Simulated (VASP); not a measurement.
CuAu:

```
Au Cu
1.0
     2.84774    0.00000    0.00000
     0.00000    2.84774    0.00000
     0.00000    0.00000    3.73349
Au Cu
1 1
Direct
  0.00000 0.00000 0.00000
  0.50000 0.50000 0.50000
```

Program: VASP 6.6.1. Alike in all runs: task single point; no spin polarisation; cell as given; k mesh 9 × 9 × 7; cutoff (eV) 520; smearing fermi-dirac 0.05 eV.

Order these runs on this cell by their pressure, lowest first.
A. level PBE; potentials or basis VASP PAW PBE potentials, release 64 (Au, Cu)
B. level LDA; potentials or basis VASP PAW LDA potentials, release 64 (Au, Cu)
C. level PBEsol; potentials or basis VASP PAW PBE potentials, release 64 (Au, Cu)
D. level r2SCAN; potentials or basis VASP PAW PBE potentials, release 64 (Au, Cu)

B (-13.6 GPa), C (-9.2 GPa), D (-5.9 GPa), A (-1.4 GPa).

Caveats: the PAW data sets were made with another functional, which shifts forces and pressure a little (some runs).
